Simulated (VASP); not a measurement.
Crystal: Fe.

```xyz
1
Lattice="0.0000 1.7845 1.7845 1.7845 0.0000 1.7845 1.7845 1.7845 0.0000" Properties=species:S:1:pos:R:3 pbc="T T T"
Fe    0.0000    0.0000    0.0000
```

Base run:

```yaml
Program: VASP 6.6.1
Functional: PBE
Potentials_or_basis: VASP PAW PBE potentials, release 64 (Fe)
Cutoff: 520 eV
k_mesh: 12 × 12 × 12
Occupations: fermi-dirac, width 0.1 eV
Spin: collinear spin, ferromagnetic start
Starting_moments: "[0.76] μB"
Fixed_moment: 0.76 μB
```

Its results: pressure -18.7 GPa; site moments Fe +0.76 μB.

Problem. After a change of settings the same cell gave: pressure 15.3 GPa; site moments Fe +2.65 μB. Which change was it?
A. fixed moment from 0.76 μB to 1.53 μB; moments at the start from [0.76] to [1.53]
B. fixed moment from 0.76 μB to 1.91 μB; moments at the start from [0.76] to [1.91]
C. fixed moment from 0.76 μB to none; moments at the start from [0.76] to [4.0]
D. fixed moment from 0.76 μB to 2.67 μB; moments at the start from [0.76] to [2.67]

Solution. D.

Caveats: the total moment is fixed, so each spin has its own Fermi level.
